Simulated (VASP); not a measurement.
# TiAl (P-6m2) in VASP: further runs, part 2 of 2

VASP 6.6.1. The steps go on from the part before.

## 3. Single point, LDA, collinear spin (15.72 Å³/atom)

This run uses another cell than the first one, of 15.72 Å³/atom.

Input file INCAR:

```
SYSTEM = TiAl
  PREC = Accurate
  ENCUT = 520
  EDIFF = 1E-7
  ISMEAR = 0
  SIGMA = 0.15
  LREAL = .False.
  LASPH = .True.
  NELM = 150
  ALGO = Normal
  ISIF = 2
  LWAVE = .False.
  LCHARG = .True.
  ISPIN = 2
  MAGMOM = 0.375 0
  LORBIT = 11
  NUPDOWN = 0.375
  LMAXMIX = 4
  GGA = CA
  LELF = .True.
  LVHAR = .True.
  NBANDS = 18
```

Input file KPOINTS:

```
Automatic mesh
0
Gamma
  21 21 12
  0 0 0
```

Input file POSCAR:

```
TiAl
1.0
    2.8120068102      0.0000000000      0.0000000000
   -1.4060034051      2.4352693333      0.0000000000
    0.0000000000      0.0000000000      4.5900455634
Ti Al
1 1
Direct
    0.0000000000      0.0000000000      0.0000000000
    0.3333333333      0.6666666667      0.5000000000
```

Potentials or basis: VASP PAW LDA potentials, release 64 (Ti_sv, Al).

The run is started by

```bash
> cat potpaw_LDA.64/Ti_sv/POTCAR potpaw_LDA.64/Al/POTCAR > POTCAR
> mpirun -np 1 vasp_std > vasp.out
```

OUTCAR:

```text
SYSTEM = TiAl
   PREC = Accurate
   ENCUT = 520
   EDIFF = 1E-7
   ISMEAR = 0
   LREAL = .False.
   LASPH = .True.
   NELM = 150
   ISIF = 2
   ISPIN = 2
   LORBIT = 11
   NUPDOWN = 0.375
   GGA = CA

 ion  position               nearest neighbor table
   1  0.000  0.000  0.000-   2 2.81   2 2.81   2 2.81   2 2.81   2 2.81   2 2.81
   2  0.333  0.667  0.500-   1 2.81   1 2.81   1 2.81   1 2.81   1 2.81   1 2.81

  LATTYP: Found a hexagonal cell.
 ALAT       =     2.8120068102
 C/A-ratio  =     1.6323024350

  Lattice vectors:

 A1 = (   2.8120068102,   0.0000000000,   0.0000000000)
 A2 = (  -1.4060034051,   2.4352693333,   0.0000000000)
[... 1223 lines left out ...]

 VOLUME and BASIS-vectors are now :
 -----------------------------------------------------------------------------
  energy-cutoff  :      520.00
  volume of cell :       31.43
      direct lattice vectors                 reciprocal lattice vectors
     2.812006810  0.000000000  0.000000000     0.355617915  0.205316099  0.000000000
    -1.406003405  2.435269333  0.000000000     0.000000000  0.410632198  0.000000000
     0.000000000  0.000000000  4.590045563     0.000000000  0.000000000  0.217862761

 POSITION                                       TOTAL-FORCE (eV/Angst)
 -----------------------------------------------------------------------------------
      0.00000      0.00000      0.00000        -0.000000     -0.000000      0.000000
     -0.00000      1.62351      2.29502         0.000000      0.000000      0.000000
 -----------------------------------------------------------------------------------
    total drift:                                0.000000     -0.000000      0.000000

  FREE ENERGIE OF THE ION-ELECTRON SYSTEM (eV)
  ---------------------------------------------------
  free  energy   TOTEN  =       -13.2517593318 eV

  energy  without entropy=      -13.2266942642  energy(sigma->0) =      -13.23922680

 total charge

# of ion       s       p       d       tot
------------------------------------------
    1        2.231   6.142   1.980  10.354
    2        0.440   0.402   0.000   0.842
--------------------------------------------------
tot          2.671   6.544   1.980  11.196

 magnetization (x)

# of ion       s       p       d       tot
------------------------------------------
    1        0.004   0.024   0.190   0.218
    2        0.002   0.010   0.000   0.012
--------------------------------------------------
tot          0.005   0.034   0.190   0.230
```

OSZICAR:

```text
N       E                     dE             d eps       ncg     rms          rms(c)
DAV:   1     0.107217797898E+03    0.10722E+03   -0.66214E+03 24226   0.847E+02
DAV:   2    -0.853070823479E+01   -0.11575E+03   -0.10973E+03 24700   0.251E+02
DAV:   3    -0.145015776400E+02   -0.59709E+01   -0.58508E+01 32430   0.556E+01
DAV:   4    -0.146587841233E+02   -0.15721E+00   -0.15666E+00 29082   0.816E+00
DAV:   5    -0.146633060991E+02   -0.45220E-02   -0.45210E-02 29174   0.134E+00    0.953E+00
DAV:   6    -0.135240424104E+02    0.11393E+01   -0.30210E+00 27828   0.224E+01    0.368E+00
DAV:   7    -0.132793749577E+02    0.24467E+00   -0.40540E-01 28284   0.746E+00    0.213E+00
DAV:   8    -0.132547375929E+02    0.24637E-01   -0.10295E-01 28326   0.316E+00    0.786E-01
DAV:   9    -0.132522103571E+02    0.25272E-02   -0.23504E-02 28030   0.206E+00    0.394E-01
DAV:  10    -0.132518495723E+02    0.36078E-03   -0.14858E-03 28350   0.378E-01    0.139E-01
DAV:  11    -0.132517626878E+02    0.86884E-04   -0.85680E-04 31960   0.294E-01    0.655E-02
DAV:  12    -0.132517802355E+02   -0.17548E-04   -0.84495E-05 28762   0.649E-02    0.371E-02
DAV:  13    -0.132517596718E+02    0.20564E-04   -0.22672E-05 27794   0.565E-02    0.523E-03
DAV:  14    -0.132517594272E+02    0.24454E-06   -0.18651E-06 27126   0.906E-03    0.419E-03
DAV:  15    -0.132517593266E+02    0.10059E-06   -0.28310E-07 28540   0.607E-03    0.894E-04
DAV:  16    -0.132517593318E+02   -0.51612E-08   -0.24953E-08 13234   0.132E-03
   1 F= -.13251759E+02 E0= -.13239227E+02  d E =-.250651E-01  mag=     0.3750
```

It took 11 min on 1 thread of Oxide Virtual Turin-like, shared host; peak memory 0.34 GiB.

Results:

```yaml
Free_energy: -13.2518 eV
Pressure: 0.2 GPa
Net_moment: 0.38 μB per cell
Site_moments: Ti +0.22; Al +0.01 μB
Valence_electrons_inside_the_program's_atomic_spheres: Ti 10.35; Al 0.84
```

Caveat: the total moment is fixed, so each spin has its own Fermi level.

## 4. Single point, LDA, collinear spin (16.34 Å³/atom)

This run uses another cell than the first one, of 16.34 Å³/atom.

Input file INCAR:

```
PREC = Accurate ; ENCUT = 520
EDIFF = 1E-6 ; ISMEAR = 0
SIGMA = 0.15 ; LREAL = F
LASPH = T ; NELM = 150
ALGO = Normal ; ISIF = 2
LWAVE = F ; LCHARG = F
ISPIN = 2 ; MAGMOM = 0.25 0
LORBIT = 11 ; NUPDOWN = 0.25
LMAXMIX = 4 ; GGA = CA
NBANDS = 18
```

Input file KPOINTS:

```
regular mesh
0
Gamma
  21 21 12
```

Input file POSCAR:

```
TiAl
1.0
    2.8490138039      0.0000000000      0.0000000000
   -1.4245069020      2.4673183299      0.0000000000
    0.0000000000      0.0000000000      4.6504521693
Ti Al
1 1
Direct
    0.0000000000      0.0000000000      0.0000000000
    0.3333333333      0.6666666667      0.5000000000
```

The run is started by

```bash
> cat potpaw_LDA.64/Ti_sv/POTCAR potpaw_LDA.64/Al/POTCAR > POTCAR
> mpirun -np 1 vasp_std > vasp.out
```

It took 9.2 min on 1 thread of Oxide Virtual Turin-like, shared host; peak memory 0.34 GiB.

Results (log left out):

| Quantity | Value |
| --- | --- |
| Free energy | -13.2421 eV |
| Pressure | -4.2 GPa |
| Net moment | 0.25 μB per cell |
| Site moments | Ti +0.15; Al +0.01 μB |
| Valence electrons inside the program's atomic spheres | Ti 10.30; Al 0.82 |

Stress tensor (GPa, compression positive):
```
-3.79  0.00  0.00
 0.00 -3.79  0.00
 0.00  0.00 -4.93
```

Caveat: the cell stands under tension; the total moment is fixed, so each spin has its own Fermi level.

## 5. The runs side by side

| fixed moment (μB) | cell | pressure (GPa) | moment (μB) |
| --- | --- | --- | --- |
| 0.875 | a = 2.885, b = 2.885, c = 4.709 Å, angles 90.0, 90.0, 120.0°, 2 atoms | -7.2 | 0.88 |
| 0.375 | a = 2.812, b = 2.812, c = 4.590 Å, angles 90.0, 90.0, 120.0°, 2 atoms | 0.2 | 0.38 |
| 0.25 | a = 2.849, b = 2.849, c = 4.650 Å, angles 90.0, 90.0, 120.0°, 2 atoms | -4.2 | 0.25 |

Alike in all rows: task single point; level LDA; potentials or basis VASP PAW LDA potentials, release 64 (Ti_sv, Al); spin collinear; k mesh 21 × 21 × 12; cutoff (eV) 520; smearing gaussian 0.15 eV.

Caveats: the total moment is fixed, so each spin has its own Fermi level; the cell stands under tension (at least some runs).

Absolute energies hang on the potentials; compare differences alone.
